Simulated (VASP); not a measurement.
# AlAs (F-43m) in VASP: a series of runs

The runs below take AlAs through single point, relaxation of cell and atoms, with PBEsol.

All numbers are computed with VASP 6.6.1; they aren't measurements. Logs are shortened: lines on timing, memory, paths and dates and some standing lists are left out, and cuts for length are marked.

## 1. The cell of the first run

Symmetry: F-43m, No. 216, cubic system. The conventional cell has a = 5.675 Å, b = 5.675 Å, c = 5.675 Å, α = 90.00°, β = 90.00°, γ = 90.00°. Al (site symmetry -43m) has 4 As at 2.46 Å within 3.2 Å. As (site symmetry -43m) has 4 Al at 2.46 Å within 3.2 Å.

## 2. Single point, PBEsol

Input file INCAR:

```
SYSTEM = AlAs
PREC = Accurate
ENCUT = 500
EDIFF = 1E-6
ISMEAR = 0
SIGMA = 0.02
LREAL = .False.
LASPH = .True.
NELM = 120
ALGO = Normal
ISIF = 2
LWAVE = .False.
LCHARG = .False.
GGA = PS
NBANDS = 11
GGA_COMPAT = .False.
```

Input file KPOINTS:

```
regular mesh
0
Gamma
  8 8 8
  0 0 0
```

Input file POSCAR:

```
AlAs
1.0
    0.0000000000      2.8373092188      2.8373092188
    2.8373092188      0.0000000000      2.8373092188
    2.8373092188      2.8373092188      0.0000000000
Al As
1 1
Direct
    0.0000000000      0.0000000000      0.0000000000
    0.2500000000      0.2500000000      0.2500000000
```

Potentials or basis: VASP PAW PBE potentials, release 64 (Al, As).

Run with:

```sh
$ cat potpaw_PBE.64/Al/POTCAR potpaw_PBE.64/As/POTCAR > POTCAR
$ mpirun -np 1 vasp_std > vasp.out
```

OUTCAR:

```text
SYSTEM = AlAs
   PREC = Accurate
   ENCUT = 500
   EDIFF = 1E-6
   ISMEAR = 0
   LREAL = .False.
   LASPH = .True.
   NELM = 120
   ISIF = 2
   GGA = PS

 ion  position               nearest neighbor table
   1  0.000  0.000  0.000-   2 2.46   2 2.46   2 2.46   2 2.46
   2  0.250  0.250  0.250-   1 2.46   1 2.46   1 2.46   1 2.46

  LATTYP: Found a face centered cubic cell.
 ALAT       =     5.6746184376

  Lattice vectors:

 A1 = (   0.0000000000,   2.8373092188,   2.8373092188)
 A2 = (   2.8373092188,   0.0000000000,   2.8373092188)
 A3 = (   2.8373092188,   2.8373092188,   0.0000000000)

Analysis of symmetry for initial positions (statically):
=====================================================================
 Subroutine PRICEL returns:
 Original cell was already a primitive cell.

 Routine SETGRP: Setting up the symmetry group for a
 face centered cubic supercell.

 Subroutine GETGRP returns: Found 24 space group operations
 (whereof 24 operations were pure point group operations)
 out of a pool of 48 trial point group operations.

The static configuration has the point symmetry T_d .

Analysis of symmetry for dynamics (positions and initial velocities):
=====================================================================
 Subroutine PRICEL returns:
 Original cell was already a primitive cell.

 Routine SETGRP: Setting up the symmetry group for a
 face centered cubic supercell.

 Subroutine GETGRP returns: Found 24 space group operations
 (whereof 24 operations were pure point group operations)
 out of a pool of 48 trial point group operations.

The dynamic configuration has the point symmetry T_d .

 Subroutine INISYM returns: Found 24 space group operations
 (whereof 24 operations are pure point group operations),
 and found     1 'primitive' translations

----------------------------------------------------------------------------------------

                                     Primitive cell

  volume of cell :      45.6825

  direct lattice vectors                    reciprocal lattice vectors
     0.000000000  2.837309219  2.837309219    -0.176223302  0.176223302  0.176223302
     2.837309219  0.000000000  2.837309219     0.176223302 -0.176223302  0.176223302
     2.837309219  2.837309219  0.000000000     0.176223302  0.176223302 -0.176223302

  length of vectors
     4.012561178  4.012561178  4.012561178     0.305227713  0.305227713  0.305227713

  position of ions in fractional coordinates (direct lattice)
     0.000000000  0.000000000  0.000000000
     0.250000000  0.250000000  0.250000000

  ion indices of the primitive-cell ions
   primitive index   ion index
                 1           1
                 2           2

----------------------------------------------------------------------------------------

 KPOINTS: regular mesh

Automatic generation of k-mesh.
 Grid dimensions read from file:
 generate k-points for:    8    8    8

 Generating k-lattice:

  Cartesian coordinates                     Fractional coordinates (reciprocal lattice)
    -0.022027913  0.022027913  0.022027913     0.125000000  0.000000000  0.000000000
     0.022027913 -0.022027913  0.022027913     0.000000000  0.125000000  0.000000000
     0.022027913  0.022027913 -0.022027913     0.000000000  0.000000000  0.125000000

  Length of vectors
     0.038153464  0.038153464  0.038153464

  Shift w.r.t. Gamma in fractional coordinates (k-lattice)
     0.000000000  0.000000000  0.000000000

 Subroutine IBZKPT returns following result:
 ===========================================

 Found     29 irreducible k-points:

 Following reciprocal coordinates:
            Coordinates               Weight
  0.000000  0.000000  0.000000      1.000000
  0.125000  0.000000  0.000000      8.000000
  0.250000  0.000000  0.000000      8.000000
  0.375000  0.000000  0.000000      8.000000
  0.500000  0.000000  0.000000      4.000000
  0.125000  0.125000  0.000000      6.000000
[... 16 lines left out ...]
  0.500000  0.250000  0.125000     48.000000
 -0.375000  0.250000  0.125000     24.000000
 [... further k-points ...]
   k-points           NKPTS =     29   k-points in BZ     NKDIM =     29   number of bands    NBANDS=     11
   number of dos      NEDOS =    301   number of ions     NIONS =      2
   total plane-waves  NPLWV =  27000
   dimension x,y,z NGX =    30 NGY =   30 NGZ =   30
   dimension x,y,z NGXF=    60 NGYF=   60 NGZF=   60
   ions per type =               1   1
   NGX,Y,Z   is equivalent  to a cutoff of  12.43, 12.43, 12.43 a.u.
   NGXF,Y,Z  is equivalent  to a cutoff of  24.86, 24.86, 24.86 a.u.
 SYSTEM =  AlAs
   PREC   = accura    normal or accurate (medium, high low for compatibility)
   ISTART =      0    job   : 0-new  1-cont  2-samecut
   ICHARG =      2    charge: 1-file 2-atom 10-const
   ISPIN  =      1    spin polarized calculation?
   LNONCOLLINEAR =      F non collinear calculations
   LSORBIT =      F    spin-orbit coupling
   LASPH  =      T    aspherical Exc in radial PAW
   ENCUT  =  500.0 eV  36.75 Ry    6.06 a.u.   7.32  7.32  7.32*2*pi/ulx,y,z
   NELM   =    120;   NELMIN=  2; NELMDL= -5     # of ELM steps
   EDIFF  = 0.1E-05   stopping-criterion for ELM
   LREAL  =      F    real-space projection
   EDIFFG = 0.1E-04   stopping-criterion for IOM
   NSW    =      0    number of steps for IOM
   IBRION =     -1    ionic relax: 0-MD 1-quasi-New 2-CG
   NFREE  =      0    steps in history (QN), initial steepest desc. (CG)
   ISIF   =      2    stress and relaxation
   ISYM   =      2    0-nonsym 1-usesym 2-fastsym
   POTIM  = 0.5000    time-step for ionic-motion
   TEBEG  =    0.0;   TEEND  =   0.0 temperature during run
   PSTRESS=    0.0 pullay stress
   NELECT =       8.0000    total number of electrons
   NUPDOWN=      -1.0000    fix difference up-down
   EMIN   =  10.00;   EMAX   =-10.00  energy-range for DOS
   EFERMI =   0.00;   METHOD = LEGACY
   ISMEAR =     0;   SIGMA  =   0.02  broadening in eV -4-tet -1-fermi 0-gaus
   EFERMI_NEDOS =   21; number of points for ismear=-14 and -15
   IALGO  =     38    algorithm
   IMIX   =      4    mixing-type and parameters
     AMIX     =   0.40;   BMIX     =  1.00
     AMIX_MAG =   1.60;   BMIX_MAG =  1.00
  volume/ion in A,a.u.               =      22.84       154.14
  Fermi-wavevector in a.u.,A,eV,Ry     =   0.915914  1.730827 11.413913  0.838899
  Thomas-Fermi vector in A             =   2.040710
   LORBIT       =      0    0 simple, 1 ext, 2 COOP (PROOUT), +10 PAW based schemes
   GGA     = PS    functional components
   LHFCALC =     F    Hartree Fock is set to
   AEXX    =    0.0000 exact exchange contribution
   IVDW    =     0    specifies the selected vdW correction
   LEPSILON=     F    determine dielectric tensor
   LRPA    =     F    only Hartree local field effects (RPA)
 non-spin polarized calculation
 Gauss-broadening in eV      SIGMA  =   0.02
  energy-cutoff  :      500.00
  volume of cell :       45.68
 maximum number of plane-waves:      1211
 NGX is ok and might be reduce to    30
   NGX = 15   NGY = 15   NGZ = 15

 number of electron       8.0000000 magnetization

 Free energy of the ion-electron system (eV)
  ---------------------------------------------------
  ext. energy  EPLUGINS =         0.00000000
  ---------------------------------------------------
  free energy    TOTEN  =       -10.06468330 eV

  energy without entropy =      -10.06468330  energy(sigma->0) =      -10.06468330

 E-fermi :   3.8260     XC(G=0):  -9.1675

 val. band max:        3.7402333236   @ k =   0.0000   0.0000   0.0000
 cond. band min:       5.0717664018   @ k =   0.5000   0.5000   0.0000
 fundamental gap:      1.3315330782
 Fermi energy:         3.8259881579

 k-point     1 :       0.0000    0.0000    0.0000
  band No.  band energies     occupation
      1      -8.1059      2.00000
      2       3.7402      2.00000
      3       3.7402      2.00000
      4       3.7402      2.00000
      5       5.6630      0.00000
      6       7.9908      0.00000
      7       7.9908      0.00000
      8       7.9908      0.00000
      9      12.4110      0.00000
     10      12.7161      0.00000
     11      12.7161      0.00000

 k-point     2 :       0.1250    0.0000    0.0000
  band No.  band energies     occupation
      1      -7.9538      2.00000
      2       2.2970      2.00000
      3       3.5797      2.00000
      4       3.5797      2.00000
      5       6.4350      0.00000
      6       8.2713      0.00000
      7       8.2713      0.00000
      8       8.3692      0.00000
      9      12.0913      0.00000
     10      12.0913      0.00000
     11      13.1408      0.00000

 k-point     3 :       0.2500    0.0000    0.0000
  band No.  band energies     occupation
      1      -7.5321      2.00000
      2       0.3435      2.00000
      3       3.2634      2.00000
      4       3.2634      2.00000
      5       6.2681      0.00000
      6       8.6065      0.00000
      7       8.6065      0.00000
      8      10.0771      0.00000
      9      11.9805      0.00000
     10      11.9805      0.00000
     11      12.9480      0.00000

 k-point     4 :       0.3750    0.0000    0.0000
  band No.  band energies     occupation
      1      -6.9866      2.00000
      2      -1.1979      2.00000
      3       3.0111      2.00000
      4       3.0111      2.00000
      5       5.9240      0.00000
      6       8.4848      0.00000
      7       8.4848      0.00000
      8      11.2844      0.00000
      9      13.2756      0.00000
     10      13.2756      0.00000
     11      13.3110      0.00000

 k-point     5 :       0.5000    0.0000    0.0000
  band No.  band energies     occupation
      1      -6.6953      2.00000
      2      -1.8303      2.00000
      3       2.9195      2.00000
      4       2.9195      2.00000
      5       5.7942      0.00000
      6       8.3662      0.00000
      7       8.3662      0.00000
      8      11.3040      0.00000
      9      14.7418      0.00000
     10      15.2107      0.00000
     11      15.2107      0.00000
[... 211 lines left out ...]
 k-point    21 :       0.5000    0.5000    0.0000
  band No.  band energies     occupation
      1      -6.1515      2.00000
      2      -1.6776      2.00000
      3       1.5702      2.00000
      4       1.5702      2.00000
      5       5.0718      0.00000
      6       5.9568      0.00000
      7      13.9660      0.00000
      8      13.9660      0.00000
      9      15.3290      0.00000
     10      16.2444      0.00000
     11      16.2444      0.00000

 k-point    22 :       0.3750    0.2500    0.1250
  band No.  band energies     occupation
      1      -7.1794      2.00000
      2      -0.0302      2.00000
      3       1.7817      2.00000
      4       2.7646      2.00000
      5       7.2627      0.00000
      6       7.9380      0.00000
      7       8.9575      0.00000
      8      10.2078      0.00000
      9      11.8295      0.00000
     10      14.0818      0.00000
     11      15.6339      0.00000

 k-point    23 :       0.5000    0.2500    0.1250
  band No.  band energies     occupation
      1      -6.6888      2.00000
      2      -1.0376      2.00000
      3       1.1936      2.00000
      4       2.3815      2.00000
      5       7.3435      0.00000
      6       8.1193      0.00000
      7       9.4449      0.00000
      8      10.5364      0.00000
      9      12.9838      0.00000
     10      14.1873      0.00000
     11      15.7670      0.00000

 k-point    24 :      -0.3750    0.2500    0.1250
  band No.  band energies     occupation
      1      -6.4355      2.00000
      2      -1.5151      2.00000
      3       1.0419      2.00000
      4       2.1978      2.00000
      5       7.3346      0.00000
      6       7.8966      0.00000
      7      10.3546      0.00000
      8      11.2854      0.00000
      9      12.0073      0.00000
     10      14.6283      0.00000
     11      15.8926      0.00000

 [... further k-points ...]

------------------------ aborting loop because EDIFF is reached ----------------------------------------

  FORCE on cell =-STRESS in cart. coord.  units (eV):
  Direction    XX          YY          ZZ          XY          YZ          ZX
  --------------------------------------------------------------------------------------
  -------------------------------------------------------------------------------------
  Total        0.0776316      0.0776316      0.0776316      0.0000000      0.0000000      0.0000000
  in kB        2.7226952      2.7226952      2.7226952      0.0000000      0.0000000      0.0000000
  external PRESSURE =       2.7226952 kB  Pullay stress =       0.0000000 kB

 VOLUME and BASIS-vectors are now :
 -----------------------------------------------------------------------------
  energy-cutoff  :      500.00
  volume of cell :       45.68
      direct lattice vectors                 reciprocal lattice vectors
     0.000000000  2.837309219  2.837309219    -0.176223302  0.176223302  0.176223302
     2.837309219  0.000000000  2.837309219     0.176223302 -0.176223302  0.176223302
     2.837309219  2.837309219  0.000000000     0.176223302  0.176223302 -0.176223302

 POSITION                                       TOTAL-FORCE (eV/Angst)
 -----------------------------------------------------------------------------------
      0.00000      0.00000      0.00000        -0.000000     -0.000000      0.000000
      1.41865      1.41865      1.41865         0.000000      0.000000     -0.000000
 -----------------------------------------------------------------------------------
    total drift:                                0.000000      0.000000      0.000000

  FREE ENERGIE OF THE ION-ELECTRON SYSTEM (eV)
  ---------------------------------------------------
  free  energy   TOTEN  =       -10.0646833041 eV

  energy  without entropy=      -10.0646833041  energy(sigma->0) =      -10.06468330
```

It took 7.2 s on 1 thread of Intel Xeon 6975P-C (Granite Rapids), shared host; peak memory 0.17 GiB.

Results:

```yaml
Free_energy: -10.0647 eV
Pressure: 0.3 GPa
Band_gap_on_the_k_mesh: 1.33 eV (least direct gap 1.92 eV)
```

Levels at points of the mesh, in eV from the valence-band top:
```csv
k point,band 1,band 2,band 3,band 4,band 5,band 6,band 7,band 8,band 9
"(0.00, 0.00, 0.00)",-11.85,0.00,0.00,0.00,1.92,4.25,4.25,4.25,8.67
"(0.50, 0.00, 0.00)",-10.44,-5.57,-0.82,-0.82,2.05,4.63,4.63,7.56,11.00
"(0.50, 0.50, 0.00)",-9.89,-5.42,-2.17,-2.17,1.33,2.22,10.23,10.23,11.59
```

Caveat: the PAW data sets were made with another functional, which shifts forces and pressure a little. A k mesh can miss the band edges.

## 3. Relaxation of cell and atoms, PBEsol

This run uses another cell than the first one, of 23.49 Å³/atom.

Input file INCAR:

```
PREC     = Accurate       # precision mode
ENCUT    = 500            # plane-wave cutoff, eV
EDIFF    = 1E-7           # SCF threshold, eV
ISMEAR   = 0              # smearing method
SIGMA    = 0.02           # smearing width, eV
LREAL    = False          # projectors in reciprocal space
LASPH    = True           # aspherical terms in the spheres
NELM     = 120            # most SCF steps
ALGO     = Normal         # electronic algorithm
ISIF     = 3              # what is computed and relaxed
LWAVE    = False          # write WAVECAR
LCHARG   = False          # write CHGCAR
GGA      = PS             # functional
IBRION   = 2              # ionic algorithm
NSW      = 70             # ionic steps
EDIFFG   = -0.005         # ionic threshold
GGA_COMPAT= False        
NELMIN   = 4
```

Input file KPOINTS:

```
Automatic mesh
0
Gamma
  8 8 8
```

Input file POSCAR:

```
AlAs
1.0
    0.0000000000      2.8638066104      2.8638066104
    2.8638066104      0.0000000000      2.8638066104
    2.8638066104      2.8638066104      0.0000000000
Al As
1 1
Direct
    0.0000000000      0.0000000000      0.0000000000
    0.2500000000      0.2500000000      0.2500000000
```

Potentials or basis: VASP PAW PBE potentials, release 64 (Al, As).

Run with:

```sh
$ cat potpaw_PBE.64/Al/POTCAR potpaw_PBE.64/As/POTCAR > POTCAR
$ mpirun -np 1 vasp_std > vasp.out
```

It took 13 s on 1 thread of Intel Xeon 6975P-C (Granite Rapids), shared host; peak memory 0.17 GiB.

The run converged. Its results:

* Free energy: -10.0649 eV
* Relaxed volume: 22.93 Å³/atom
* Relaxed cell: a = 4.018 Å, b = 4.018 Å, c = 4.018 Å, α = 60.00°, β = 60.00°, γ = 60.00°
* Space group after relaxing (to 0.1 Å): F-43m (No. 216)
* Energy gained by relaxing: 3.0 meV/atom
* Ionic steps: 3
* Pressure after relaxing: 0.0 GPa
* Band gap on the k mesh: 1.34 eV (least direct gap 1.89 eV)

The path:
| step | energy change (eV) | largest force (eV/Å) | pressure (GPa) | volume (Å³) |
| --- | --- | --- | --- | --- |
| 1 | 0.0000 | 0.0000 | -1.66 | 46.97 |
| 2 | -0.0046 | 0.0000 | 0.83 | 45.34 |
| 3 | -0.0059 | 0.0000 | 0.00 | 45.85 |

Final structure:
```xyz
2
Lattice="0.0000 2.8409 2.8409 2.8409 0.0000 2.8409 2.8409 2.8409 0.0000" Properties=species:S:1:pos:R:3 pbc="T T T"
Al    0.0000    0.0000    0.0000
As    1.4204    1.4204    1.4204
```

Levels at points of the mesh, in eV from the valence-band top:
```csv
k point,band 1,band 2,band 3,band 4,band 5,band 6,band 7,band 8
"(0.00, 0.00, 0.00)",-11.83,0.00,0.00,0.00,1.89,4.24,4.24,4.24
"(0.50, 0.00, 0.00)",-10.42,-5.55,-0.82,-0.82,2.04,4.62,4.62,7.56
"(0.50, 0.50, 0.00)",-9.88,-5.40,-2.16,-2.16,1.34,2.22,10.20,10.20
```

Caveat: the PAW data sets were made with another functional, which shifts forces and pressure a little.
